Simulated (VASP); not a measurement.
The system is Pt.

```
CELL_PARAMETERS angstrom
0.00000 1.96000 1.96000
1.96000 0.00000 1.96000
1.96000 1.96000 0.00000
ATOMIC_POSITIONS crystal
Pt 0.00000 0.00000 0.00000
```

* Program: VASP 6.6.1
* Task: relaxation of cell and atoms
* Functional: r2SCAN
* Potentials or basis: VASP PAW PBE potentials, release 64 (Pt)
* Cutoff: 550 eV
* k mesh: 18 × 18 × 18
* Occupations: fermi-dirac, width 0.05 eV
* Spin: no spin polarisation

At the start: pressure 5.2 GPa; volume 15.06 Å³/atom.

**Question.** How do energy, volume and symmetry change on relaxing?

**Answer.** Over 3 steps the energy falls by 4.3 meV/atom and the volume is 15.34 Å³/atom (+1.9 %); space group Fm-3m (No. 225, to 0.1 Å) before and after.

Step by step:
```csv
step,energy change (eV),largest force (eV/Å),pressure (GPa),volume (Å³)
1,0.0000,0.0000,5.19,15.06
2,0.0285,0.0000,-12.19,16.15
3,-0.0043,0.0000,-0.07,15.34
```

Final structure:
```
Pt
1.0
     0.00000    1.97207    1.97207
     1.97207    0.00000    1.97207
     1.97207    1.97207    0.00000
Pt
1
Direct
  0.00000 0.00000 0.00000
```

Caveat: the PAW data sets were made with another functional, which shifts forces and pressure a little.
